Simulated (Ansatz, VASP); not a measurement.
**One calculation of Sb, two programs**

Contents of POSCAR:

```
Sb
1.0
    0.0000000000      2.3960590000      2.3960590000
    2.3960590000      0.0000000000      2.3960590000
    2.3960590000      2.3960590000      0.0000000000
Sb
1
Direct
    0.0000000000      0.0000000000      0.0000000000
```

INCAR.step1

```
SYSTEM = Sb
ALGO     = Normal         ! electronic algorithm
EDIFF    = 1E-5           ! SCF threshold, eV
ENCUT    = 550            ! plane-wave cutoff, eV
GGA      = PE             ! functional
GGA_COMPAT= .FALSE.      
ISMEAR   = -5             ! smearing method
LASPH    = .TRUE.         ! aspherical terms in the spheres
LCHARG   = .FALSE.        ! write CHGCAR
LREAL    = .FALSE.        ! projectors in reciprocal space
LWAVE    = .TRUE.         ! write WAVECAR
NBANDS   = 8              ! bands
NELM     = 120            ! most SCF steps
PREC     = Accurate       ! precision mode
SIGMA    = 0.1            ! smearing width, eV
```

Contents of INCAR.step2:

```
SYSTEM = Sb
ALGO     = Normal         ! electronic algorithm
EDIFF    = 1E-6           ! SCF threshold, eV
ENCUT    = 550            ! plane-wave cutoff, eV
GGA_COMPAT= .FALSE.      
ISIF     = 2              ! what is computed and relaxed
ISMEAR   = -5             ! smearing method
ISTART   = 1            
LASPH    = .TRUE.         ! aspherical terms in the spheres
LCHARG   = .FALSE.        ! write CHGCAR
LMIXTAU  = .TRUE.       
LREAL    = .FALSE.        ! projectors in reciprocal space
LWAVE    = .FALSE.        ! write WAVECAR
METAGGA  = R2SCAN         ! meta-GGA
NBANDS   = 8              ! bands
NELM     = 120            ! most SCF steps
PREC     = Accurate       ! precision mode
SIGMA    = 0.1            ! smearing width, eV
```

Contents of KPOINTS:

```
k-points
0
G
  10 10 10
  0 0 0
```

Input for Ansatz:

```yaml
crystal:
  lattice:
    - [0.0, 2.396059, 2.396059]
    - [2.396059, 0.0, 2.396059]
    - [2.396059, 2.396059, 0.0]
  atoms:
    - { symbol: Sb, position: [0.0, 0.0, 0.0] }
  symmetry: { tolerance: 0.0003 }
kpoints:
  mp_grid: { grid: [10, 10, 10], shift: [0, 0, 0] }
  band_path:
    path:
      - [0.0, 0.0, 0.0]
      - [0.5, 0.0, 0.5]
      - [0.625, 0.25, 0.625]
      - [0.375, 0.375, 0.75]
      - [0.0, 0.0, 0.0]
      - [0.5, 0.5, 0.5]
      - [0.5, 0.25, 0.75]
      - [0.5, 0.0, 0.5]
    npoints: 20
magnetization:
  spin_polarized: false
scf:
  occupations: { method: tetrahedron }
  lower_state_search: "off"
  max_iter: 200
hamiltonian:
  pseudopotentials: { kind: paw }
  xc: r2scan
basis:
  ecutwfc: 500
  fft_grid_basis: typed
output:
  forces: true
  stress: true
  eigenvalues: true
  bader: true
  populations: true
  elf: true
  write_potential: true
  volumetric_format: npy
  dos:
    e_range: [-12, 8]
    de: 0.05
    projected: { site_lists: { Sb: [Sb] } }
  write_density: true
checkpoint:
  read: saved_state
```

Alike in both runs: task single point; functional r2SCAN; k mesh 10 × 10 × 10; occupations tetrahedron; no spin polarisation.

```csv
,VASP,Ansatz
version,VASP 6.6.1,Ansatz 0.2.0
potentials or method,"VASP PAW PBE potentials, release 64 (Sb), cutoff 550 eV",PAW plane waves
valence electrons in the cell,5,15
```

Ansatz gave:

```
pressure (GPa) : -0.4
```

Problem. Estimate VASP's values.

Solution. Pressure (GPa): -0.5.

VASP's potentials were made for PBE, not for r2SCAN. VASP's potentials hold 5 valence electrons a cell and Ansatz's 15, so a difference there can come from the potentials and not from the codes. Ansatz's warnings: band table not solved further, product built on unsolved table, tetrahedron derivatives may miss energy slope.

Spin-orbit coupling is off throughout.
